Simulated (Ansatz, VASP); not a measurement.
## Two plane-wave programs on Re

```
Re
1.0
     2.77489    0.00000    0.00000
    -1.38744    2.40312    0.00000
     0.00000    0.00000    4.48413
Re
2
Direct
  0.33333 0.66667 0.25000
  0.66667 0.33333 0.75000
```

Alike in both runs: functional PBE; k mesh 18 × 18 × 10; occupations gaussian, width 0.1 eV; no spin polarisation.

Ansatz relaxed the structure, and its values are those at the end. VASP's run is a single point on that final structure, the one shown.

|  | VASP | Ansatz |
| --- | --- | --- |
| version | VASP 6.6.1 | Ansatz 0.2.0 |
| potentials or method | VASP PAW PBE potentials, release 64 (Re), cutoff 520 eV | scalar-relativistic, plane waves, PAW |
| valence electrons in the cell | 14 | 30 |

```tsv
	VASP	Ansatz	Ansatz less VASP
gap on the k mesh at the Fermi level (eV)	none	none	-
pressure (GPa)	-0.5	0.0	+0.54
```

A gap of «none» marks a metal or a gap that the smearing closes. The functional is the same, so the differences come from potentials, cutoffs and numerics. VASP's potentials hold 14 valence electrons a cell and Ansatz's 30, so a difference there can come from the potentials and not from the codes.

Spin-orbit coupling is off throughout.
